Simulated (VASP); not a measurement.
# FeSb (P6_3/mmc) in VASP: notebook

Runs on FeSb. Level: LDA. Tasks: single point.

Program: VASP 6.6.1. These are calculated values, not measurements. Logs are shortened: lines on timing, memory, paths and dates and some standing lists are left out, and cuts for length are marked.

### Step 1. The cell of the first run

Symmetry: P6_3/mmc, No. 194, hexagonal system. Conventional cell: a = 4.060 Å, b = 4.060 Å, c = 5.130 Å, α = 90.00°, β = 90.00°, γ = 120.00°. Within 3.4 Å of Fe (site symmetry -3m) lie 2 Fe at 2.56 Å and 6 Sb at 2.67 Å. Sb (site symmetry -6m2) has 6 Fe at 2.67 Å and 6 Sb at 3.47 Å within 3.5 Å.

### Step 2. Single point, LDA, collinear spin, ferromagnetic start

POSCAR

```
FeSb
1.0
    4.0600000000      0.0000000000      0.0000000000
   -2.0300000000      3.5160631394      0.0000000000
    0.0000000000      0.0000000000      5.1300000000
Fe Sb
2 2
Direct
    0.0000000000      0.0000000000      0.0000000000
    0.0000000000      0.0000000000      0.5000000000
    0.3333333333      0.6666666667      0.2500000000
    0.6666666667      0.3333333333      0.7500000000
```

INCAR.step1

```
PREC     = Accurate       # precision mode
ENCUT    = 520            # plane-wave cutoff, eV
EDIFF    = 1E-6           # SCF threshold, eV
ISMEAR   = -1             # smearing method
SIGMA    = 0.1            # smearing width, eV
LREAL    = False          # projectors in reciprocal space
LASPH    = True           # aspherical terms in the spheres
NELM     = 150            # most SCF steps
ALGO     = Normal         # electronic algorithm
ISIF     = 2              # what is computed and relaxed
LWAVE    = False          # write WAVECAR
LCHARG   = True           # write CHGCAR
ISPIN    = 2              # spin polarisation
MAGMOM   = 3 3 0 0        # initial moments
LMAXMIX  = 4              # l up to which the mixer works
GGA      = CA             # functional
NBANDS   = 25             # bands
```

KPOINTS.step1

```
regular mesh
0
Gamma
  8 8 6
```

INCAR.step2

```
PREC     = Accurate       # precision mode
ENCUT    = 520            # plane-wave cutoff, eV
EDIFF    = 1E-6           # SCF threshold, eV
ISMEAR   = -5             # smearing method
SIGMA    = 0.1            # smearing width, eV
LREAL    = False          # projectors in reciprocal space
LASPH    = True           # aspherical terms in the spheres
NELM     = 150            # most SCF steps
ALGO     = Normal         # electronic algorithm
ISIF     = 2              # what is computed and relaxed
LWAVE    = False          # write WAVECAR
LCHARG   = False          # write CHGCAR
ISPIN    = 2              # spin polarisation
MAGMOM   = 3 3 0 0        # initial moments
LORBIT   = 10             # projections on sites
LMAXMIX  = 4              # l up to which the mixer works
GGA      = CA             # functional
NBANDS   = 25             # bands
NEDOS    = 2001           # points of the DOS
ICHARG   = 11             # starting density
```

KPOINTS.step2

```
regular mesh
0
Gamma
  12 12 9
```

Potentials or basis: VASP PAW LDA potentials, release 64 (Fe, Sb).

The run is started by

```console
cat potpaw_LDA.64/Fe/POTCAR potpaw_LDA.64/Sb/POTCAR > POTCAR
cp INCAR.step1 INCAR
cp KPOINTS.step1 KPOINTS
mpirun -np 1 vasp_std > vasp.out
cp INCAR.step2 INCAR
cp KPOINTS.step2 KPOINTS
mpirun -np 1 vasp_std > vasp.out
```

OUTCAR:

```text
PREC = Accurate
   ENCUT = 520
   EDIFF = 1E-6
   ISMEAR = -5
   LREAL = False
   LASPH = True
   NELM = 150
   ISIF = 2
   ISPIN = 2
   LORBIT = 10
   GGA = CA
   ICHARG = 11

 ion  position               nearest neighbor table
   1  0.000  0.000  0.000-   2 2.56   2 2.56   4 2.67   3 2.67   4 2.67   3 2.67   4 2.67   3 2.67

   2  0.000  0.000  0.500-   1 2.56   1 2.56   4 2.67   3 2.67   4 2.67   3 2.67   4 2.67   3 2.67

   3  0.333  0.667  0.250-   1 2.67   2 2.67   1 2.67   2 2.67   1 2.67   2 2.67   4 3.47   4 3.47
                             4 3.47   4 3.47   4 3.47   4 3.47
   4  0.667  0.333  0.750-   1 2.67   2 2.67   1 2.67   2 2.67   1 2.67   2 2.67   3 3.47   3 3.47
                             3 3.47   3 3.47   3 3.47   3 3.47

  LATTYP: Found a hexagonal cell.
 ALAT       =     4.0600000000
 C/A-ratio  =     1.2635467980

  Lattice vectors:

 A1 = (   4.0600000000,   0.0000000000,   0.0000000000)
 A2 = (  -2.0300000000,   3.5160631394,   0.0000000000)
 A3 = (   0.0000000000,   0.0000000000,   5.1300000000)

Analysis of symmetry for initial positions (statically):
=====================================================================
 Subroutine PRICEL returns:
 Original cell was already a primitive cell.

 Routine SETGRP: Setting up the symmetry group for a
 hexagonal supercell.

 Subroutine GETGRP returns: Found 24 space group operations
 (whereof 12 operations were pure point group operations)
 out of a pool of 24 trial point group operations.

The static configuration has the point symmetry D_3d.
 The point group associated with its full space group is D_6h.

Analysis of symmetry for dynamics (positions and initial velocities):
=====================================================================
 Subroutine PRICEL returns:
 Original cell was already a primitive cell.

 Routine SETGRP: Setting up the symmetry group for a
 hexagonal supercell.

 Subroutine GETGRP returns: Found 24 space group operations
 (whereof 12 operations were pure point group operations)
 out of a pool of 24 trial point group operations.

The dynamic configuration has the point symmetry D_3d.
 The point group associated with its full space group is D_6h.

Analysis of structural, dynamic, and magnetic symmetry:
=====================================================================
 Subroutine PRICEL returns:
 Original cell was already a primitive cell.

 Routine SETGRP: Setting up the symmetry group for a
 hexagonal supercell.

 Subroutine GETGRP returns: Found 24 space group operations
 (whereof 12 operations were pure point group operations)
 out of a pool of 24 trial point group operations.

The overall configuration has the point symmetry D_3d.
 The point group associated with its full space group is D_6h.

 Subroutine INISYM returns: Found 24 space group operations
 (whereof 12 operations are pure point group operations),
 and found     1 'primitive' translations

----------------------------------------------------------------------------------------

                                     Primitive cell

  volume of cell :      73.2319

  direct lattice vectors                    reciprocal lattice vectors
     4.060000000  0.000000000  0.000000000     0.246305419  0.142204500  0.000000000
    -2.030000000  3.516063139  0.000000000     0.000000000  0.284409000  0.000000000
     0.000000000  0.000000000  5.130000000     0.000000000  0.000000000  0.194931774

  length of vectors
     4.060000000  4.060000000  5.130000000     0.284409000  0.284409000  0.194931774

  position of ions in fractional coordinates (direct lattice)
     0.000000000  0.000000000  0.000000000
     0.000000000  0.000000000  0.500000000
     0.333333333  0.666666667  0.250000000
     0.666666667  0.333333333  0.750000000

  ion indices of the primitive-cell ions
   primitive index   ion index
[... 21 lines left out ...]
     0.023700750  0.023700750  0.021659086

  Shift w.r.t. Gamma in fractional coordinates (k-lattice)
     0.000000000  0.000000000  0.000000000

 TETIRR: Found   1248 inequivalent tetrahedra from     7776

 Subroutine IBZKPT returns following result:
 ===========================================

 Found     95 irreducible k-points:

 Following reciprocal coordinates:
            Coordinates               Weight
  0.000000  0.000000  0.000000      1.000000
  0.083333  0.000000  0.000000      6.000000
  0.166667  0.000000  0.000000      6.000000
  0.250000 -0.000000  0.000000      6.000000
  0.333333  0.000000  0.000000      6.000000
  0.416667 -0.000000  0.000000      6.000000
[... 16 lines left out ...]
  0.250000 -0.000000  0.111111     12.000000
  0.333333  0.000000  0.111111     12.000000
 [... further k-points ...]
   k-points           NKPTS =     95   k-points in BZ     NKDIM =     95   number of bands    NBANDS=     25
   number of dos      NEDOS =   2001   number of ions     NIONS =      4
   total plane-waves  NPLWV =  36000
   dimension x,y,z NGX =    30 NGY =   30 NGZ =   40
   dimension x,y,z NGXF=    60 NGYF=   60 NGZF=   80
   ions per type =               2   2
   NGX,Y,Z   is equivalent  to a cutoff of  12.28, 12.28, 12.96 a.u.
   NGXF,Y,Z  is equivalent  to a cutoff of  24.57, 24.57, 25.93 a.u.
 SYSTEM =  unknown system
   PREC   = accura    normal or accurate (medium, high low for compatibility)
   ISTART =      0    job   : 0-new  1-cont  2-samecut
   ICHARG =     11    charge: 1-file 2-atom 10-const
   ISPIN  =      2    spin polarized calculation?
   LNONCOLLINEAR =      F non collinear calculations
   LSORBIT =      F    spin-orbit coupling
   LASPH  =      T    aspherical Exc in radial PAW
   ENCUT  =  520.0 eV  38.22 Ry    6.18 a.u.   7.55  7.55  9.54*2*pi/ulx,y,z
   NELM   =    150;   NELMIN=  2; NELMDL=  0     # of ELM steps
   EDIFF  = 0.1E-05   stopping-criterion for ELM
   LREAL  =      F    real-space projection
   EDIFFG = 0.1E-04   stopping-criterion for IOM
   NSW    =      0    number of steps for IOM
   IBRION =     -1    ionic relax: 0-MD 1-quasi-New 2-CG
   NFREE  =      0    steps in history (QN), initial steepest desc. (CG)
   ISIF   =      2    stress and relaxation
   ISYM   =      2    0-nonsym 1-usesym 2-fastsym
   POTIM  = 0.5000    time-step for ionic-motion
   TEBEG  =    0.0;   TEEND  =   0.0 temperature during run
   PSTRESS=    0.0 pullay stress
   NELECT =      26.0000    total number of electrons
   NUPDOWN=      -1.0000    fix difference up-down
   EMIN   =  10.00;   EMAX   =-10.00  energy-range for DOS
   EFERMI =   0.00;   METHOD = LEGACY
   ISMEAR =    -5;   SIGMA  =   0.10  broadening in eV -4-tet -1-fermi 0-gaus
   EFERMI_NEDOS =   21; number of points for ismear=-14 and -15
   IALGO  =     38    algorithm
   IMIX   =      4    mixing-type and parameters
     AMIX     =   0.40;   BMIX     =  1.00
     AMIX_MAG =   1.60;   BMIX_MAG =  1.00
  volume/ion in A,a.u.               =      18.31       123.55
  Fermi-wavevector in a.u.,A,eV,Ry     =   1.159220  2.190608 18.283392  1.343791
  Thomas-Fermi vector in A             =   2.295815
   LORBIT       =     10    0 simple, 1 ext, 2 COOP (PROOUT), +10 PAW based schemes
   GGA     = CA    functional components
   LHFCALC =     F    Hartree Fock is set to
   AEXX    =    0.0000 exact exchange contribution
   IVDW    =     0    specifies the selected vdW correction
   LEPSILON=     F    determine dielectric tensor
   LRPA    =     F    only Hartree local field effects (RPA)
 spin polarized calculation
 Fermi weights with tetrahedron method with Bloechl corrections
  energy-cutoff  :      520.00
  volume of cell :       73.23
 maximum number of plane-waves:      1995

 number of electron      26.0000009 magnetization       2.5975345

 Free energy of the ion-electron system (eV)
  ---------------------------------------------------
  ext. energy  EPLUGINS =         0.00000000
  ---------------------------------------------------
  free energy    TOTEN  =       -28.10859862 eV

  energy without entropy =      -28.10859862  energy(sigma->0) =      -28.10859862

 E-fermi :   7.8089     XC(G=0): -11.4476

 val. band max:        7.8892376825   @ k =   0.3333   0.3333   0.0000
 cond. band min:       7.7013935687   @ k =   0.3333   0.3333   0.1111
 fundamental gap:     -0.1878441138
 Fermi energy:         7.8089365310

 spin component 1

 k-point     1 :       0.0000    0.0000    0.0000
  band No.  band energies     occupation
      1      -4.4165      1.00000
      2      -0.1476      1.00000
      3       2.3350      1.00000
      4       4.1672      1.00000
      5       4.1672      1.00000
      6       4.9739      1.00000
[... 661 lines left out ...]
     24      16.8402      0.00000
     25      19.3051      0.00000

 [... further k-points ...]

 spin component 2

 k-point     1 :       0.0000    0.0000    0.0000
  band No.  band energies     occupation
      1      -4.4069      1.00000
      2      -0.1698      1.00000
      3       2.4617      1.00000
      4       4.6974      1.00000
      5       4.6974      1.00000
      6       5.7954      1.00000
[... 661 lines left out ...]
     24      16.9929      0.00000
     25      19.2054      0.00000

 [... further k-points ...]

------------------------ aborting loop because EDIFF is reached ----------------------------------------

  FORCE on cell =-STRESS in cart. coord.  units (eV):
  Direction    XX          YY          ZZ          XY          YZ          ZX
  --------------------------------------------------------------------------------------
  -------------------------------------------------------------------------------------
  Total       -5.6657802     -5.6657802     -6.1046875      0.0000000      0.0000000      0.0000000
  in kB     -123.9567670   -123.9567670   -133.5592451      0.0000000      0.0000000      0.0000000
  external PRESSURE =    -127.1575930 kB  Pullay stress =       0.0000000 kB

 VOLUME and BASIS-vectors are now :
 -----------------------------------------------------------------------------
  energy-cutoff  :      520.00
  volume of cell :       73.23
      direct lattice vectors                 reciprocal lattice vectors
     4.060000000  0.000000000  0.000000000     0.246305419  0.142204500  0.000000000
    -2.030000000  3.516063139  0.000000000     0.000000000  0.284409000  0.000000000
     0.000000000  0.000000000  5.130000000     0.000000000  0.000000000  0.194931774

 POSITION                                       TOTAL-FORCE (eV/Angst)
 -----------------------------------------------------------------------------------
      0.00000      0.00000      0.00000         0.000000      0.000000      0.000000
      0.00000      0.00000      2.56500         0.000000      0.000000      0.000000
     -0.00000      2.34404      1.28250         0.000000     -0.000000     -0.000000
      2.03000      1.17202      3.84750        -0.000000      0.000000      0.000000
 -----------------------------------------------------------------------------------
    total drift:                               -0.000000      0.000000     -0.000000

  FREE ENERGIE OF THE ION-ELECTRON SYSTEM (eV)
  ---------------------------------------------------
  free  energy   TOTEN  =       -28.1085986151 eV

  energy  without entropy=      -28.1085986151  energy(sigma->0) =      -28.10859862

 total charge

# of ion       s       p       d       tot
------------------------------------------
    1        0.401   0.423   6.413   7.237
    2        0.401   0.423   6.413   7.237
    3        1.127   1.240   0.075   2.442
    4        1.127   1.240   0.075   2.442
--------------------------------------------------
tot          3.056   3.326  12.977  19.359

 magnetization (x)

# of ion       s       p       d       tot
------------------------------------------
    1        0.009   0.005   1.339   1.353
    2        0.009   0.005   1.339   1.353
    3       -0.002  -0.056  -0.002  -0.060
    4       -0.002  -0.056  -0.002  -0.060
--------------------------------------------------
tot          0.013  -0.103   2.674   2.585
```

It took 8.1 min on 1 thread of Intel Xeon 8259CL, shared host; peak memory 0.36 GiB.

Results:

```
Net moment                                            : 2.60 μB per cell
Site moments                                          : Fe +1.35; Sb -0.06 μB
Valence electrons inside the program's atomic spheres : Fe 7.24; Sb 2.44
```

Caveat: spin-orbit coupling is left out, which moves the levels of the heavy elements; the run started ferromagnetic, and an antiferromagnetic order may lie lower in energy.

### Step 3. Single point, LDA, collinear spin, ferromagnetic start

POSCAR is that of step 2.

INCAR.step1

```
  PREC = Accurate
  ENCUT = 520
  EDIFF = 1E-6
  ISMEAR = -1
  SIGMA = 0.1
  LREAL = False
  LASPH = True
  NELM = 150
  ALGO = Normal
  ISIF = 2
  LWAVE = False
  LCHARG = True
  ISPIN = 2
  MAGMOM = 1.5 1.5 0 0
  LMAXMIX = 4
  NBANDS = 25
```

KPOINTS.step1 is that of step 2.

INCAR.step2

```
  PREC = Accurate
  ENCUT = 520
  EDIFF = 1E-6
  ISMEAR = -5
  SIGMA = 0.1
  LREAL = False
  LASPH = True
  NELM = 150
  ALGO = Normal
  ISIF = 2
  LWAVE = False
  LCHARG = False
  ISPIN = 2
  MAGMOM = 1.5 1.5 0 0
  LORBIT = 11
  LMAXMIX = 4
  NEDOS = 1001
  ICHARG = 11
```

KPOINTS.step2 is that of step 2.

Potentials or basis: VASP PAW LDA potentials, release 64 (Fe, Sb).

The run is started by

```console
cat potpaw_LDA.64/Fe/POTCAR potpaw_LDA.64/Sb/POTCAR > POTCAR
cp INCAR.step1 INCAR
cp KPOINTS.step1 KPOINTS
mpirun -np 1 vasp_std > vasp.out
cp INCAR.step2 INCAR
cp KPOINTS.step2 KPOINTS
mpirun -np 1 vasp_std > vasp.out
```

OUTCAR:

```text
PREC = Accurate
   ENCUT = 520
   EDIFF = 1E-6
   ISMEAR = -5
   LREAL = False
   LASPH = True
   NELM = 150
   ISIF = 2
   ISPIN = 2
   LORBIT = 11
   ICHARG = 11

 ion  position               nearest neighbor table
   1  0.000  0.000  0.000-   2 2.56   2 2.56   4 2.67   3 2.67   4 2.67   3 2.67   4 2.67   3 2.67

   2  0.000  0.000  0.500-   1 2.56   1 2.56   4 2.67   3 2.67   4 2.67   3 2.67   4 2.67   3 2.67

   3  0.333  0.667  0.250-   1 2.67   2 2.67   1 2.67   2 2.67   1 2.67   2 2.67   4 3.47   4 3.47
                             4 3.47   4 3.47   4 3.47   4 3.47
[... 1294 lines left out ...]
      direct lattice vectors                 reciprocal lattice vectors
     4.060000000  0.000000000  0.000000000     0.246305419  0.142204500  0.000000000
    -2.030000000  3.516063139  0.000000000     0.000000000  0.284409000  0.000000000
     0.000000000  0.000000000  5.130000000     0.000000000  0.000000000  0.194931774

 POSITION                                       TOTAL-FORCE (eV/Angst)
 -----------------------------------------------------------------------------------
      0.00000      0.00000      0.00000        -0.000000      0.000000      0.000000
      0.00000      0.00000      2.56500        -0.000000      0.000000      0.000000
     -0.00000      2.34404      1.28250         0.000000      0.000000      0.000000
      2.03000      1.17202      3.84750         0.000000     -0.000000     -0.000000
 -----------------------------------------------------------------------------------
    total drift:                               -0.000000      0.000000     -0.000000

  FREE ENERGIE OF THE ION-ELECTRON SYSTEM (eV)
  ---------------------------------------------------
  free  energy   TOTEN  =       -28.1085965736 eV

  energy  without entropy=      -28.1085965736  energy(sigma->0) =      -28.10859657

 total charge

# of ion       s       p       d       tot
------------------------------------------
    1        0.401   0.423   6.413   7.237
    2        0.401   0.423   6.413   7.237
    3        1.127   1.240   0.075   2.442
    4        1.127   1.240   0.075   2.442
--------------------------------------------------
tot          3.056   3.326  12.976  19.359

 magnetization (x)

# of ion       s       p       d       tot
------------------------------------------
    1        0.009   0.005   1.339   1.353
    2        0.009   0.005   1.339   1.353
    3       -0.002  -0.056  -0.002  -0.060
    4       -0.002  -0.056  -0.002  -0.060
--------------------------------------------------
tot          0.013  -0.103   2.675   2.585
```

OUTCAR.step1:

```text
PREC = Accurate
   ENCUT = 520
   EDIFF = 1E-6
   ISMEAR = -1
   LREAL = False
   LASPH = True
[... 1599 lines left out ...]
      0.00000      0.00000      2.56500        -0.000000      0.000000     -0.000000
     -0.00000      2.34404      1.28250        -0.000000      0.000000     -0.000000
      2.03000      1.17202      3.84750         0.000000     -0.000000      0.000000
 -----------------------------------------------------------------------------------
    total drift:                                0.000000      0.000000     -0.000000

  FREE ENERGIE OF THE ION-ELECTRON SYSTEM (eV)
  ---------------------------------------------------
  free  energy   TOTEN  =       -28.1852850981 eV

  energy  without entropy=      -28.0343710179  energy(sigma->0) =      -28.10982806
```

Wall time 10 min (1 thread of Intel Xeon 8259CL, shared host); peak memory 0.32 GiB.

What came out:

| Item | Value |
| --- | --- |
| Net moment | 2.60 μB per cell |
| Site moments | Fe +1.35; Sb -0.06 μB |
| Valence electrons inside the program's atomic spheres | Fe 7.24; Sb 2.44 |

Caveat: spin-orbit coupling is left out, which moves the levels of the heavy elements; the run started ferromagnetic, and an antiferromagnetic order may lie lower in energy.
